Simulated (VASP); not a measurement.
The system is CoO.

```
CELL_PARAMETERS angstrom
2.57246 0.00000 0.00000
0.00000 2.57246 0.00000
0.00000 0.00000 2.57246
ATOMIC_POSITIONS crystal
Co 0.00000 0.00000 0.00000
O 0.50000 0.50000 0.50000
```

Base run:

| Item | Value |
| --- | --- |
| Program | VASP 6.6.1 |
| Functional | PBEsol |
| Potentials or basis | VASP PAW PBE potentials, release 64 (Co, O) |
| Cutoff | 520 eV |
| k mesh | 16 × 16 × 16 |
| Occupations | gaussian, width 0.1 eV |
| Spin | collinear spin, ferromagnetic start |
| Starting moments | [3.21, 0.91] μB |
| Fixed moment | 4 μB |

Its results: pressure 36.4 GPa; site moments Co +3.03; O +0.77 μB.

Question: The run is repeated on the same cell with these changes: fixed moment from 4 μB to 3 μB; moments at the start from [3.21, 0.91] to [2.72, 0.53]. What comes out?

Answer: Pressure -0.6 GPa; site moments Co +2.48; O +0.46 μB.

Caveats: the PAW data sets were made with another functional, which shifts forces and pressure a little; the total moment is fixed, so each spin has its own Fermi level and the state may be an excited one; a cell with one magnetic atom can't hold antiferromagnetic order, which such compounds often take; the cell stands under pressure (at least some runs).
